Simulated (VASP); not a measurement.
# AlGaN2 (P-4m2) in VASP: notebook, part 3 of 3

VASP 6.6.1. The steps go on from the part before.

## (6) Single point, r2SCAN (mode 12 (706.6 1/cm) frozen in, largest displacement +0.120 Å)

The input, POSCAR:

```
AlGaN2
1.0
    3.1408770487      0.0000000000      0.0000000000
    0.0000000000      3.1408770487      0.0000000000
    0.0000000000      0.0000000000      4.4238379400
Al Ga N
1 1 2
Direct
    0.5000000000      0.5000000000      0.5000000000
    0.0000000000      0.0000000000      0.0000000000
    0.5000000000      0.0000000000      0.7111390424
    0.0000000000      0.5000000000      0.2888609576
```

The input, INCAR.step1:

```
SYSTEM = AlGaN2
PREC = Accurate ; ENCUT = 520
ISMEAR = 0 ; SIGMA = 0.05
LREAL = .FALSE. ; LASPH = .TRUE.
NELM = 60 ; NBANDS = 21
GGA = PE ; ALGO = Normal
EDIFF = 1E-4 ; LWAVE = .TRUE.
LCHARG = .FALSE.
```

The input, INCAR.step2:

```
SYSTEM = AlGaN2
PREC = Accurate ; ENCUT = 520
EDIFF = 1E-7 ; ISMEAR = 0
SIGMA = 0.05 ; LREAL = .FALSE.
LASPH = .TRUE. ; NELM = 60
ALGO = Normal ; ISIF = 2
LWAVE = .FALSE. ; LCHARG = .FALSE.
METAGGA = R2SCAN ; LMIXTAU = .TRUE.
NBANDS = 21 ; ISTART = 1
```

The input, KPOINTS:

```
Automatic mesh
0
G
  8 8 6
  0 0 0
```

Potentials or basis: VASP PAW PBE potentials, release 64 (Al, Ga_d, N).

Command:

```
$ cat potpaw_PBE.64/Al/POTCAR potpaw_PBE.64/Ga_d/POTCAR potpaw_PBE.64/N/POTCAR > POTCAR
$ cp INCAR.step1 INCAR
$ mpirun -np 1 vasp_std > vasp.out
$ cp INCAR.step2 INCAR
$ mpirun -np 1 vasp_std > vasp.out
```

OUTCAR:

```text
SYSTEM = AlGaN2
   PREC = Accurate
   ENCUT = 520
   EDIFF = 1E-7
   ISMEAR = 0
   LREAL = .FALSE.
   LASPH = .TRUE.
   NELM = 60
   ISIF = 2
   METAGGA = R2SCAN
   ISTART = 1

 ion  position               nearest neighbor table
   1  0.500  0.500  0.500-   3 1.83   4 1.83   3 1.83   4 1.83   2 3.13   2 3.13   2 3.13   2 3.13
                             2 3.13   2 3.13   2 3.13   2 3.13
   2  0.000  0.000  0.000-   3 2.02   4 2.02   4 2.02   3 2.02   1 3.13   1 3.13   1 3.13   1 3.13
                             1 3.13   1 3.13   1 3.13   1 3.13
   3  0.500  0.000  0.711-   1 1.83   1 1.83   2 2.02   2 2.02
   4  0.000  0.500  0.289-   1 1.83   1 1.83   2 2.02   2 2.02

  LATTYP: Found a simple tetragonal cell.
 ALAT       =     3.1408770487
 C/A-ratio  =     1.4084721788

  Lattice vectors:

 A1 = (   3.1408770487,   0.0000000000,   0.0000000000)
 A2 = (   0.0000000000,   3.1408770487,   0.0000000000)
 A3 = (   0.0000000000,   0.0000000000,   4.4238379400)

Analysis of symmetry for initial positions (statically):
=====================================================================
 Subroutine PRICEL returns:
 Original cell was already a primitive cell.

 Routine SETGRP: Setting up the symmetry group for a
 simple tetragonal supercell.

 Subroutine GETGRP returns: Found  8 space group operations
 (whereof  8 operations were pure point group operations)
 out of a pool of 16 trial point group operations.

The static configuration has the point symmetry D_2d.

Analysis of symmetry for dynamics (positions and initial velocities):
=====================================================================
 Subroutine PRICEL returns:
 Original cell was already a primitive cell.

 Routine SETGRP: Setting up the symmetry group for a
 simple tetragonal supercell.

 Subroutine GETGRP returns: Found  8 space group operations
 (whereof  8 operations were pure point group operations)
 out of a pool of 16 trial point group operations.

The dynamic configuration has the point symmetry D_2d.

 Subroutine INISYM returns: Found  8 space group operations
 (whereof  8 operations are pure point group operations),
 and found     1 'primitive' translations

----------------------------------------------------------------------------------------

                                     Primitive cell

  volume of cell :      43.6416

  direct lattice vectors                    reciprocal lattice vectors
     3.140877049  0.000000000  0.000000000     0.318382409  0.000000000  0.000000000
     0.000000000  3.140877049  0.000000000     0.000000000  0.318382409  0.000000000
     0.000000000  0.000000000  4.423837940     0.000000000  0.000000000  0.226048064

  length of vectors
     3.140877049  3.140877049  4.423837940     0.318382409  0.318382409  0.226048064

  position of ions in fractional coordinates (direct lattice)
     0.500000000  0.500000000  0.500000000
     0.000000000  0.000000000  0.000000000
     0.500000000  0.000000000  0.711139042
     0.000000000  0.500000000  0.288860958

  ion indices of the primitive-cell ions
   primitive index   ion index
[... 24 lines left out ...]
     0.000000000  0.000000000  0.000000000

 Subroutine IBZKPT returns following result:
 ===========================================

 Found     60 irreducible k-points:

 Following reciprocal coordinates:
            Coordinates               Weight
  0.000000  0.000000  0.000000      1.000000
  0.125000  0.000000  0.000000      4.000000
  0.250000  0.000000  0.000000      4.000000
  0.375000  0.000000  0.000000      4.000000
  0.500000  0.000000  0.000000      2.000000
  0.125000  0.125000  0.000000      4.000000
[... 16 lines left out ...]
  0.375000  0.125000  0.166667     16.000000
  0.500000  0.125000  0.166667      8.000000
 [... further k-points ...]
   k-points           NKPTS =     60   k-points in BZ     NKDIM =     60   number of bands    NBANDS=     21
   number of dos      NEDOS =    301   number of ions     NIONS =      4
   total plane-waves  NPLWV =  20736
   dimension x,y,z NGX =    24 NGY =   24 NGZ =   36
   dimension x,y,z NGXF=    48 NGYF=   48 NGZF=   72
   ions per type =               1   1   2
   NGX,Y,Z   is equivalent  to a cutoff of  12.70, 12.70, 13.53 a.u.
   NGXF,Y,Z  is equivalent  to a cutoff of  25.41, 25.41, 27.06 a.u.
 SYSTEM =  AlGaN2
   PREC   = accura    normal or accurate (medium, high low for compatibility)
   ISTART =      1    job   : 0-new  1-cont  2-samecut
   ICHARG =      0    charge: 1-file 2-atom 10-const
   ISPIN  =      1    spin polarized calculation?
   LNONCOLLINEAR =      F non collinear calculations
   LSORBIT =      F    spin-orbit coupling
   LASPH  =      T    aspherical Exc in radial PAW
   ENCUT  =  520.0 eV  38.22 Ry    6.18 a.u.   5.84  5.84  8.23*2*pi/ulx,y,z
   NELM   =     60;   NELMIN=  2; NELMDL=  0     # of ELM steps
   EDIFF  = 0.1E-06   stopping-criterion for ELM
   LREAL  =      F    real-space projection
   EDIFFG = 0.1E-05   stopping-criterion for IOM
   NSW    =      0    number of steps for IOM
   IBRION =     -1    ionic relax: 0-MD 1-quasi-New 2-CG
   NFREE  =      0    steps in history (QN), initial steepest desc. (CG)
   ISIF   =      2    stress and relaxation
   ISYM   =      2    0-nonsym 1-usesym 2-fastsym
   POTIM  = 0.5000    time-step for ionic-motion
   TEBEG  =    0.0;   TEEND  =   0.0 temperature during run
   PSTRESS=    0.0 pullay stress
   NELECT =      26.0000    total number of electrons
   NUPDOWN=      -1.0000    fix difference up-down
   EMIN   =  10.00;   EMAX   =-10.00  energy-range for DOS
   EFERMI =   0.00;   METHOD = LEGACY
   ISMEAR =     0;   SIGMA  =   0.05  broadening in eV -4-tet -1-fermi 0-gaus
   EFERMI_NEDOS =   21; number of points for ismear=-14 and -15
   IALGO  =     38    algorithm
   IMIX   =      4    mixing-type and parameters
     AMIX     =   0.40;   BMIX     =  1.00
     AMIX_MAG =   1.60;   BMIX_MAG =  1.00
  volume/ion in A,a.u.               =      10.91        73.63
  Fermi-wavevector in a.u.,A,eV,Ry     =   1.377523  2.603141 25.818009  1.897570
  Thomas-Fermi vector in A             =   2.502669
   LORBIT       =      0    0 simple, 1 ext, 2 COOP (PROOUT), +10 PAW based schemes
   METAGGA = R2SCAN    functional components
   LHFCALC =     F    Hartree Fock is set to
   AEXX    =    0.0000 exact exchange contribution
   IVDW    =     0    specifies the selected vdW correction
   LEPSILON=     F    determine dielectric tensor
   LRPA    =     F    only Hartree local field effects (RPA)
 non-spin polarized calculation
 Gauss-broadening in eV      SIGMA  =   0.05
  energy-cutoff  :      520.00
  volume of cell :       43.64
 maximum number of plane-waves:      1208
 NGX is ok and might be reduce to    24
   NGX = 11   NGY = 11   NGZ = 17

 number of electron      25.9999980 magnetization

 Free energy of the ion-electron system (eV)
  ---------------------------------------------------
  ext. energy  EPLUGINS =         0.00000000
  ---------------------------------------------------
  free energy    TOTEN  =       -40.70648126 eV

  energy without entropy =      -40.70648126  energy(sigma->0) =      -40.70648126

 E-fermi :   5.5918     XC(G=0): -12.0774

 val. band max:        5.3853099992   @ k =   0.0000   0.0000   0.0000
 cond. band min:       8.4415024471   @ k =   0.0000   0.0000   0.0000
 fundamental gap:      3.0561924479
 Fermi energy:         5.5918174145

 k-point     1 :       0.0000    0.0000    0.0000
  band No.  band energies     occupation
      1     -10.9133      2.00000
      2      -9.2098      2.00000
      3      -8.1961      2.00000
      4      -8.1961      2.00000
      5      -8.1447      2.00000
      6      -8.0735      2.00000
[... 565 lines left out ...]
     20      18.9589      0.00000
     21      19.2171      0.00000

 [... further k-points ...]

------------------------ aborting loop because EDIFF is reached ----------------------------------------

  FORCE on cell =-STRESS in cart. coord.  units (eV):
  Direction    XX          YY          ZZ          XY          YZ          ZX
  --------------------------------------------------------------------------------------
  -------------------------------------------------------------------------------------
  Total        1.1851363      1.1851363     -0.5643810      0.0000000      0.0000000      0.0000000
  in kB       43.5088698     43.5088698    -20.7196260      0.0000000      0.0000000      0.0000000
  external PRESSURE =      22.0993712 kB  Pullay stress =       0.0000000 kB

 VOLUME and BASIS-vectors are now :
 -----------------------------------------------------------------------------
  energy-cutoff  :      520.00
  volume of cell :       43.64
      direct lattice vectors                 reciprocal lattice vectors
     3.140877049  0.000000000  0.000000000     0.318382409  0.000000000  0.000000000
     0.000000000  3.140877049  0.000000000     0.000000000  0.318382409  0.000000000
     0.000000000  0.000000000  4.423837940     0.000000000  0.000000000  0.226048064

 POSITION                                       TOTAL-FORCE (eV/Angst)
 -----------------------------------------------------------------------------------
      1.57044      1.57044      2.21192         0.000000      0.000000      0.000000
      0.00000      0.00000      0.00000         0.000000     -0.000000      0.000000
      1.57044      0.00000      3.14596         0.000000     -0.000000      3.029552
      0.00000      1.57044      1.27787         0.000000     -0.000000     -3.029552
 -----------------------------------------------------------------------------------
    total drift:                               -0.000000      0.000000      0.000000

  FREE ENERGIE OF THE ION-ELECTRON SYSTEM (eV)
  ---------------------------------------------------
  free  energy   TOTEN  =       -40.7064812572 eV

  energy  without entropy=      -40.7064812572  energy(sigma->0) =      -40.70648126
```

It took 2 min on 1 thread of AMD EPYC 9R45 (Zen 5), shared host; peak memory 0.17 GiB.

What came out:

```yaml
Free_energy: -40.7065 eV
Pressure: 2.2 GPa
Largest_force: 3.030 eV/Å
Band_gap_on_the_k_mesh: 3.06 eV, direct
```

Forces in eV/Å, atoms in the order of the input:
```
Al   0.000  0.000  0.000
Ga   0.000  0.000  0.000
N    0.000  0.000  3.030
N    0.000  0.000 -3.030
```

Stress tensor (GPa, compression positive):
```
 4.35  0.00  0.00
 0.00  4.35  0.00
 0.00  0.00 -2.07
```

Caveat: the cell differs from its parent crystal (mode 12 (706.6 1/cm) frozen in, largest displacement +0.120 Å); the PAW data sets were made with another functional, which shifts forces and pressure a little. A k mesh can miss the band edges.
